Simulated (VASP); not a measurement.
# BaTiO3 in VASP: further runs

Runs on BaTiO3. Level: LDA+U. Tasks: single point.

All numbers are computed with VASP 6.6.1; they aren't measurements. Logs are shortened: lines on timing, memory, paths and dates and some standing lists are left out, and cuts for length are marked.

## Step 1: The cell of the first run

The structure is cubic, space group Pm-3m (No. 221). Conventional cell: a = 3.957 Å, b = 3.957 Å, c = 3.957 Å, α = 90.00°, β = 90.00°, γ = 90.00°. Within 3.7 Å of Ba (site symmetry m-3m) lie 12 O at 2.80 Å and 8 Ti at 3.43 Å. Within 2.6 Å of Ti (site symmetry m-3m) lie 6 O at 1.98 Å. Within 2.6 Å of O (site symmetry 4/mmm) lie 2 Ti at 1.98 Å. Within 2.6 Å of O (site symmetry 4/mmm) lie 2 Ti at 1.98 Å.

## Step 2: Single point, LDA+U

Contents of INCAR:

```
SYSTEM = BaTiO3
ALGO = Normal
EDIFF = 1E-6
ENCUT = 600
GGA = CA
GGA_COMPAT = .False.
ISIF = 2
ISMEAR = -1
KPAR = 4
LASPH = .True.
LCHARG = .True.
LDAU = .True.
LDAUJ = 0 0 0
LDAUL = -1 2 -1
LDAUPRINT = 1
LDAUTYPE = 2
LDAUU = 0 8 0
LMAXMIX = 4
LREAL = .False.
LVHAR = .True.
LWAVE = .False.
NBANDS = 51
NELM = 200
PREC = Accurate
SIGMA = 0.05
```

Contents of KPOINTS:

```
k-points
0
Gamma
  7 5 5
  0 0 0
```

Contents of POSCAR:

```
BaTiO3
1.0
   -2.7978718330     -1.6153517622     -2.2844551998
    2.7978608224     -4.8460263425     -0.0000069613
   -2.7978625117     -1.6153364975      4.5688882753
Ba Ti O
2 2 6
Direct
    0.0042627050      1.0000072155      0.9957358704
    1.0042634454      0.5000025885      0.4957359334
    0.5042719503      1.0000094815      0.4957337855
    0.5042672407      0.5000106929     -0.0042625930
    0.5042507617      0.2499888962      0.7457457819
    0.5042486339      0.7499973604      0.2457390704
    0.5042640514      0.7499927073      0.7457429454
    0.5042642574      0.2500013139      0.2457499448
    1.0042519331     -0.0000035716      0.4957378495
    0.0042550210      0.4999933154     -0.0042585883
```

Potentials or basis: VASP PAW LDA potentials, release 64 (Ba_sv, Ti_sv, O).

Launch:

```console
$ cat potpaw_LDA.64/Ba_sv/POTCAR potpaw_LDA.64/Ti_sv/POTCAR potpaw_LDA.64/O/POTCAR > POTCAR
$ mpirun -np 4 vasp_std > vasp.out
```

OUTCAR:

```text
SYSTEM = BaTiO3
   EDIFF = 1E-6
   ENCUT = 600
   GGA = CA
   ISIF = 2
   ISMEAR = -1
   LASPH = .True.
   LREAL = .False.
   NELM = 200
   PREC = Accurate

 ion  position               nearest neighbor table
   1  0.004  0.000  0.996-   5 2.80  10 2.80   5 2.80   9 2.80   6 2.80   9 2.80   7 2.80   8 2.80
                             7 2.80   8 2.80  10 2.80   6 2.80   4 3.43   3 3.43   3 3.43   4 3.43
   2  0.004  0.500  0.496-   6 2.80   9 2.80   8 2.80  10 2.80   8 2.80   7 2.80   7 2.80   6 2.80
                             9 2.80  10 2.80   5 2.80   5 2.80   3 3.43   4 3.43   3 3.43   4 3.43
   3  0.504  0.000  0.496-   8 1.98   9 1.98   5 1.98   6 1.98   9 1.98   7 1.98   2 3.43   1 3.43
                             2 3.43   1 3.43   2 3.43   1 3.43   1 3.43   2 3.43
   4  0.504  0.500  0.996-   7 1.98   6 1.98  10 1.98   5 1.98  10 1.98   8 1.98   1 3.43   2 3.43
                             1 3.43   2 3.43   1 3.43   2 3.43   2 3.43   1 3.43
   5  0.504  0.250  0.746-   3 1.98   4 1.98   1 2.80   1 2.80   2 2.80   2 2.80
   6  0.504  0.750  0.246-   4 1.98   3 1.98   2 2.80   1 2.80   2 2.80   1 2.80
   7  0.504  0.750  0.746-   4 1.98   3 1.98   2 2.80   2 2.80   1 2.80   1 2.80
   8  0.504  0.250  0.246-   3 1.98   4 1.98   2 2.80   2 2.80   1 2.80   1 2.80
   9  0.004  1.000  0.496-   3 1.98   3 1.98   2 2.80   1 2.80   1 2.80   2 2.80
  10  0.004  0.500  0.996-   4 1.98   4 1.98   1 2.80   2 2.80   2 2.80   1 2.80

  LATTYP: Found a simple tetragonal cell.
 ALAT       =     5.5957123312
 C/A-ratio  =     0.7071109685

  Lattice vectors:

 A1 = (   2.7978608224,  -4.8460263425,  -0.0000069613)
 A2 = (  -2.7978625117,  -1.6153364975,   4.5688882753)
 A3 = (  -2.7978718330,  -1.6153517622,  -2.2844551998)

Analysis of symmetry for initial positions (statically):
=====================================================================
 Subroutine PRICEL returns:
 Original cell was already a primitive cell.

 Routine SETGRP: Setting up the symmetry group for a
 simple tetragonal supercell.

 Subroutine GETGRP returns: Found  1 space group operations
 (whereof  1 operations were pure point group operations)
 out of a pool of 16 trial point group operations.

The static configuration has the point symmetry C_1 .

Analysis of symmetry for dynamics (positions and initial velocities):
=====================================================================
 Subroutine PRICEL returns:
 Original cell was already a primitive cell.

 Routine SETGRP: Setting up the symmetry group for a
 simple tetragonal supercell.

 Subroutine GETGRP returns: Found  1 space group operations
 (whereof  1 operations were pure point group operations)
 out of a pool of 16 trial point group operations.

The dynamic configuration has the point symmetry C_1 .

 Subroutine INISYM returns: Found  1 space group operations
 (whereof  1 operations are pure point group operations),
 and found     1 'primitive' translations

----------------------------------------------------------------------------------------

                                     Primitive cell

  volume of cell :     123.8952

  direct lattice vectors                    reciprocal lattice vectors
    -2.797871833 -1.615351762 -2.284455200    -0.178707258 -0.103176703 -0.145913708
     2.797860822 -4.846026343 -0.000006961     0.089353980 -0.154765977  0.000000223
    -2.797862512 -1.615336497  4.568888275    -0.089353925 -0.051588837  0.145914417

  length of vectors
     3.956789566  5.595712331  5.595720392     0.252730145  0.178708257  0.178708000

[... 144 lines left out ...]
 -0.0000  0.1879 -0.0000 -0.0000  0.0691
 -0.0000 -0.0000  0.0902  0.0000 -0.0000
  0.0691 -0.0000  0.0000  0.1879 -0.0000
 -0.0000  0.0691 -0.0000 -0.0000  0.1390

spin component  2

  0.1390 -0.0000 -0.0000  0.0691 -0.0000
 -0.0000  0.1879 -0.0000 -0.0000  0.0691
 -0.0000 -0.0000  0.0902  0.0000 -0.0000
  0.0691 -0.0000  0.0000  0.1879 -0.0000
 -0.0000  0.0691 -0.0000 -0.0000  0.1390

 occupancies and eigenvectors

  o =  0.0902  v = -0.5686  0.2352 -0.5908  0.4021 -0.3327  0.0000  0.0000  0.0000  0.0000  0.0000      0.0000  0.0000  0.0000  0.0000  0.0000  0.0000  0.0000  0.0000  0.0000  0.0000
  o =  0.0902  v =  0.0000  0.0000  0.0000  0.0000  0.0000 -0.5686  0.2352 -0.5908  0.4021 -0.3327      0.0000  0.0000  0.0000  0.0000  0.0000  0.0000  0.0000  0.0000  0.0000  0.0000
  o =  0.0902  v = -0.0025 -0.4762 -0.5654  0.0017  0.6735  0.0000  0.0000  0.0000  0.0000  0.0000      0.0000  0.0000  0.0000  0.0000  0.0000  0.0000  0.0000  0.0000  0.0000  0.0000
  o =  0.0902  v =  0.0000  0.0000  0.0000  0.0000  0.0000 -0.0025 -0.4762 -0.5654  0.0017  0.6735      0.0000  0.0000  0.0000  0.0000  0.0000  0.0000  0.0000  0.0000  0.0000  0.0000
  o =  0.0902  v =  0.0000  0.0000  0.0000  0.0000  0.0000  0.5860  0.2263 -0.5756 -0.4143 -0.3200      0.0000  0.0000  0.0000  0.0000  0.0000  0.0000  0.0000  0.0000  0.0000  0.0000
  o =  0.0902  v =  0.5860  0.2263 -0.5756 -0.4143 -0.3200  0.0000  0.0000  0.0000  0.0000  0.0000      0.0000  0.0000  0.0000  0.0000  0.0000  0.0000  0.0000  0.0000  0.0000  0.0000
  o =  0.2367  v =  0.0000  0.0000  0.0000  0.0000  0.0000 -0.5272 -0.3330 -0.0000 -0.7455 -0.2355      0.0000  0.0000  0.0000  0.0000  0.0000  0.0000  0.0000  0.0000  0.0000  0.0000
  o =  0.2367  v = -0.5272 -0.3330 -0.0000 -0.7455 -0.2355  0.0000  0.0000  0.0000  0.0000  0.0000      0.0000  0.0000  0.0000  0.0000  0.0000  0.0000  0.0000  0.0000  0.0000  0.0000
  o =  0.2367  v =  0.2355 -0.7455  0.0000  0.3330 -0.5271  0.0000  0.0000  0.0000  0.0000  0.0000      0.0000  0.0000  0.0000  0.0000  0.0000  0.0000  0.0000  0.0000  0.0000  0.0000
  o =  0.2367  v =  0.0000  0.0000  0.0000  0.0000  0.0000  0.2355 -0.7455  0.0000  0.3330 -0.5271      0.0000  0.0000  0.0000  0.0000  0.0000  0.0000  0.0000  0.0000  0.0000  0.0000

atom =   4  type =  2  l = 2

 onsite density matrix

spin component  1

  0.1390 -0.0000 -0.0000  0.0691 -0.0000
 -0.0000  0.1879  0.0000 -0.0000  0.0691
 -0.0000  0.0000  0.0902  0.0000 -0.0000
  0.0691 -0.0000  0.0000  0.1879 -0.0000
 -0.0000  0.0691 -0.0000 -0.0000  0.1390

spin component  2

  0.1390 -0.0000 -0.0000  0.0691 -0.0000
 -0.0000  0.1879  0.0000 -0.0000  0.0691
 -0.0000  0.0000  0.0902  0.0000 -0.0000
  0.0691 -0.0000  0.0000  0.1879 -0.0000
 -0.0000  0.0691 -0.0000 -0.0000  0.1390

 occupancies and eigenvectors

  o =  0.0902  v = -0.5725  0.2362 -0.5840  0.4048 -0.3340  0.0000  0.0000  0.0000  0.0000  0.0000      0.0000  0.0000  0.0000  0.0000  0.0000  0.0000  0.0000  0.0000  0.0000  0.0000
  o =  0.0902  v =  0.0000  0.0000  0.0000  0.0000  0.0000 -0.5725  0.2362 -0.5840  0.4048 -0.3340      0.0000  0.0000  0.0000  0.0000  0.0000  0.0000  0.0000  0.0000  0.0000  0.0000
  o =  0.0902  v =  0.5821  0.2370 -0.5685 -0.4116 -0.3352  0.0000  0.0000  0.0000  0.0000  0.0000      0.0000  0.0000  0.0000  0.0000  0.0000  0.0000  0.0000  0.0000  0.0000  0.0000
  o =  0.0902  v =  0.0000  0.0000  0.0000  0.0000  0.0000  0.5821  0.2370 -0.5685 -0.4116 -0.3352      0.0000  0.0000  0.0000  0.0000  0.0000  0.0000  0.0000  0.0000  0.0000  0.0000
  o =  0.0902  v =  0.0059 -0.4705 -0.5794 -0.0041  0.6654  0.0000  0.0000  0.0000  0.0000  0.0000      0.0000  0.0000  0.0000  0.0000  0.0000  0.0000  0.0000  0.0000  0.0000  0.0000
  o =  0.0902  v =  0.0000  0.0000  0.0000  0.0000  0.0000  0.0059 -0.4705 -0.5794 -0.0041  0.6654      0.0000  0.0000  0.0000  0.0000  0.0000  0.0000  0.0000  0.0000  0.0000  0.0000
  o =  0.2367  v =  0.0000  0.0000  0.0000  0.0000  0.0000 -0.4985 -0.4118 -0.0000 -0.7051 -0.2912      0.0000  0.0000  0.0000  0.0000  0.0000  0.0000  0.0000  0.0000  0.0000  0.0000
  o =  0.2367  v = -0.4985 -0.4118 -0.0000 -0.7051 -0.2912  0.0000  0.0000  0.0000  0.0000  0.0000      0.0000  0.0000  0.0000  0.0000  0.0000  0.0000  0.0000  0.0000  0.0000  0.0000
  o =  0.2367  v =  0.2912 -0.7050 -0.0000  0.4118 -0.4986  0.0000  0.0000  0.0000  0.0000  0.0000      0.0000  0.0000  0.0000  0.0000  0.0000  0.0000  0.0000  0.0000  0.0000  0.0000
  o =  0.2367  v =  0.0000  0.0000  0.0000  0.0000  0.0000  0.2912 -0.7050 -0.0000  0.4118 -0.4986      0.0000  0.0000  0.0000  0.0000  0.0000  0.0000  0.0000  0.0000  0.0000  0.0000

 number of electron      80.0000002 magnetization

 Free energy of the ion-electron system (eV)
  ---------------------------------------------------
  ext. energy  EPLUGINS =         0.00000000
  ---------------------------------------------------
  free energy    TOTEN  =       -77.73198563 eV

  energy without entropy =      -77.73198563  energy(sigma->0) =      -77.73198563

 E-fermi :   5.3018     XC(G=0): -11.9246

 val. band max:        4.0706013507   @ k =   0.4286   0.0000   0.0000
 cond. band min:       6.8143970076   @ k =   0.0000   0.0000   0.0000
 fundamental gap:      2.7437956569
 Fermi energy:         5.3017643165

 k-point     1 :       0.0000    0.0000    0.0000
  band No.  band energies     occupation
      1     -53.7981      2.00000
      2     -53.7959      2.00000
      3     -30.3848      2.00000
      4     -30.3848      2.00000
      5     -30.3405      2.00000
      6     -30.3404      2.00000
[... 1285 lines left out ...]
     50      10.6305      0.00000
     51      10.7390      0.00000

 [... further k-points ...]
[... 5 lines left out ...]
  --------------------------------------------------------------------------------------
  -------------------------------------------------------------------------------------
  Total        4.9530224      4.9541256      4.9530537     -0.0005202     -0.0002394      0.0001775
  in kB       64.0510914     64.0653573     64.0514969     -0.0067264     -0.0030963      0.0022948
  external PRESSURE =      64.0559819 kB  Pullay stress =       0.0000000 kB

 VOLUME and BASIS-vectors are now :
 -----------------------------------------------------------------------------
  energy-cutoff  :      600.00
  volume of cell :      123.90
      direct lattice vectors                 reciprocal lattice vectors
    -2.797871833 -1.615351762 -2.284455200    -0.178707258 -0.103176703 -0.145913708
     2.797860822 -4.846026343 -0.000006961     0.089353980 -0.154765977  0.000000223
    -2.797862512 -1.615336497  4.568888275    -0.089353925 -0.051588837  0.145914417

 POSITION                                       TOTAL-FORCE (eV/Angst)
 -----------------------------------------------------------------------------------
     -2.79784     -1.61537      4.53967         0.000094      0.000257      0.000081
      0.00001     -3.23069      2.25522         0.000116      0.000023      0.000262
     -2.79786     -1.61540      1.11297        -0.000272      0.000847      0.000797
     -2.79785     -4.84608      3.39743        -0.000226      0.000947      0.000117
     -2.79789     -3.23063      2.25529         0.000044     -0.000548      0.000151
      0.00002     -4.84600     -0.02918        -0.000094     -0.000387      0.000101
     -1.39898     -5.65367      2.25524         0.000667     -0.000276     -0.000371
     -1.39897     -2.42305     -0.02917         0.000624     -0.000119     -0.000421
      1.39895     -5.65366      2.25525        -0.000631     -0.000389     -0.000440
     -1.39894     -4.03831      4.53971        -0.000322     -0.000356     -0.000276
 -----------------------------------------------------------------------------------
    total drift:                               -0.001809     -0.001056     -0.000420

  FREE ENERGIE OF THE ION-ELECTRON SYSTEM (eV)
  ---------------------------------------------------
  free  energy   TOTEN  =       -77.7319856277 eV

  energy  without entropy=      -77.7319856277  energy(sigma->0) =      -77.73198563
```

Run time: 2 min. Hardware: 4 MPI ranks of AMD EPYC 9R45 (Zen 5), shared host; peak memory 0.6 GiB.

What came out:

- Free energy: -77.7320 eV
- Pressure: 6.4 GPa
- Band gap on the k mesh: 2.74 eV

Eigenvalues of the final occupation matrices:
```
    site  spin  trace               eigenvalues
site 3 d     1   0.74  0.09 0.09 0.09 0.24 0.24
site 3 d     2   0.74  0.09 0.09 0.09 0.24 0.24
site 4 d     1   0.74  0.09 0.09 0.09 0.24 0.24
site 4 d     2   0.74  0.09 0.09 0.09 0.24 0.24
```

Caveat: the cell stands under pressure; spin-orbit coupling is left out, which moves the levels of the heavy elements; an odd mesh through Γ misses points on the zone boundary, where band edges can lie.

## Step 3: Single point, LDA+U

This run uses another cell than the first one, of 12.26 Å³/atom.

Contents of INCAR:

```
SYSTEM = BaTiO3
ALGO = Normal
EDIFF = 1E-6
ENCUT = 600
GGA = CA
GGA_COMPAT = .FALSE.
ISIF = 2
ISMEAR = -1
KPAR = 4
LASPH = .TRUE.
LCHARG = .TRUE.
LDAU = .TRUE.
LDAUJ = 0 0 0
LDAUL = -1 2 -1
LDAUPRINT = 1
LDAUTYPE = 2
LDAUU = 0 2 0
LMAXMIX = 4
LREAL = .FALSE.
LVHAR = .TRUE.
LWAVE = .FALSE.
NBANDS = 51
NELM = 200
PREC = Accurate
SIGMA = 0.05
```

Contents of KPOINTS:

```
k-points
0
G
  7 5 5
  0 0 0
```

Contents of POSCAR:

```
BaTiO3
1.0
   -2.7878096176     -1.6095472832     -2.2748370477
    2.7878012306     -4.8287717857      0.0001017493
   -2.7902922636     -1.6111250926      4.5538143331
Ba Ti O
2 2 6
Direct
    0.0068840576      1.0000158798      0.9987076591
    1.0068942312      0.5000126420      0.4987087322
    0.5116137686      1.0000408968      0.5040581144
    0.5117369260      0.5000408299      0.0040573621
    0.5016919990      0.2486588221      0.7415439060
    0.5016875137      0.7486615319      0.2415504399
    0.5016831798      0.7513006509      0.7415565526
    0.5016807242      0.2512950837      0.2415599674
    0.9993911950     -0.0000135078      0.4928297999
   -0.0006635950      0.4999871708     -0.0071725337
```

Potentials or basis: VASP PAW LDA potentials, release 64 (Ba_sv, Ti_sv, O).

Launch:

```console
$ cat potpaw_LDA.64/Ba_sv/POTCAR potpaw_LDA.64/Ti_sv/POTCAR potpaw_LDA.64/O/POTCAR > POTCAR
$ mpirun -np 4 vasp_std > vasp.out
```

Wall time 3.2 min (4 MPI ranks of Intel Xeon Platinum 8488C (Sapphire Rapids), shared host); peak memory 0.6 GiB.

It converged, with:

* Free energy: -85.4810 eV
* Pressure: 3.5 GPa
* Largest force: 0.202 eV/Å
* Band gap on the k mesh: 2.09 eV

Forces in eV/Å, atoms in the order of the input:
```
Ba   0.016  0.010 -0.008
Ba   0.017  0.010 -0.008
Ti   0.160  0.094 -0.078
Ti   0.162  0.094 -0.076
O   -0.007 -0.101  0.072
O   -0.007 -0.100  0.071
O   -0.090  0.044  0.071
O   -0.089  0.043  0.070
O   -0.080 -0.046 -0.056
O   -0.082 -0.047 -0.058
```

Levels at points of the mesh, in eV from the valence-band top:
| k point | band 36 | band 37 | band 38 | band 39 | band 40 | band 41 | band 42 | band 43 | band 44 | band 45 |
| --- | --- | --- | --- | --- | --- | --- | --- | --- | --- | --- |
| (0.00, 0.00, 0.00) | -0.83 | -0.19 | -0.16 | -0.16 | -0.09 | 2.09 | 2.10 | 2.14 | 3.98 | 3.98 |

Eigenvalues of the final occupation matrices:
```csv
site,spin,trace,eigenvalues
site 3 d,1,0.87,0.12 0.12 0.12 0.25 0.25
site 3 d,2,0.87,0.12 0.12 0.12 0.25 0.25
site 4 d,1,0.87,0.12 0.12 0.12 0.25 0.25
site 4 d,2,0.87,0.12 0.12 0.12 0.25 0.25
```

Caveat: the cell stands under pressure; spin-orbit coupling is left out, which moves the levels of the heavy elements.
